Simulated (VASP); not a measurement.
PN, 2 atoms in the cell. The structure is tetragonal, space group P4/mmm (No. 123). The conventional cell has a = 2.997 Å, b = 2.997 Å, c = 3.928 Å, α = 90.00°, β = 90.00°, γ = 90.00°. Within 2.8 Å of P (site symmetry 4/mmm) lie 4 N at 2.12 Å. Within 2.8 Å of N (site symmetry 4/mmm) lie 4 P at 2.12 Å. 

- Program: VASP 6.6.1
- Task: single point
- Functional: PBE
- Dispersion: D3(BJ)
- Potentials or basis: VASP PAW PBE potentials, release 64 (P, N)
- Cutoff: 520 eV
- k mesh: 6 × 6 × 4
- Occupations: gaussian, width 0.1 eV
- Spin: no spin polarisation
- Dipole correction: no
- Further INCAR settings: ALGO = Normal; EDIFF = 1e-06; NBANDS = 12

Potentials or basis: VASP PAW PBE potentials, release 64 (P, N).

Run with:

```bash
$ cat potpaw_PBE.64/P/POTCAR potpaw_PBE.64/N/POTCAR > POTCAR
$ mpirun -np 1 vasp_std > vasp.out
```

Hardware: 1 thread of Intel(R) Xeon(R) 6975P-C (Granite Rapids) (shared host).

**Question.** Estimate the wall time of this run.

**Answer.** It took 5.1 s on 1 thread of Intel(R) Xeon(R) 6975P-C (Granite Rapids) (shared host), peak memory 0.15 GiB. Counts: scf iterations 14, k points 30.
